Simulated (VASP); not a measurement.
Crystal: Rb.

```xyz
1
Lattice="-2.8025 2.8025 2.8025 2.8025 -2.8025 2.8025 2.8025 2.8025 -2.8025" Properties=species:S:1:pos:R:3 pbc="T T T"
Rb    0.0000    0.0000    0.0000
```

```yaml
Program: VASP 6.6.1
Task: relaxation of volume and atoms at fixed shape
Functional: LDA
Potentials_or_basis: VASP PAW LDA potentials, release 64 (Rb_sv)
Cutoff: 600 eV
k_mesh: 12 × 12 × 12
Occupations: gaussian, width 0.1 eV
Spin: no spin polarisation
```

At the start: pressure -0.4 GPa; volume 88.04 Å³/atom.

Task: Where does the relaxation end?

Result: Over 4 steps the energy falls by 12.5 meV/atom and the volume is 77.90 Å³/atom (-11.5 %); space group Im-3m (No. 229, to 0.1 Å) before and after.

Step by step:
```csv
step,energy change (eV),largest force (eV/Å),pressure (GPa),volume (Å³)
1,0.0000,0.0000,-0.35,88.04
2,-0.0049,0.0000,-0.29,85.59
3,-0.0120,0.0000,-0.08,79.79
4,-0.0125,0.0000,-0.01,77.90
```

Final structure:
```xyz
1
Lattice="-2.6905 2.6905 2.6905 2.6905 -2.6905 2.6905 2.6905 2.6905 -2.6905" Properties=species:S:1:pos:R:3 pbc="T T T"
Rb   -2.6905    2.6905    2.6905
```
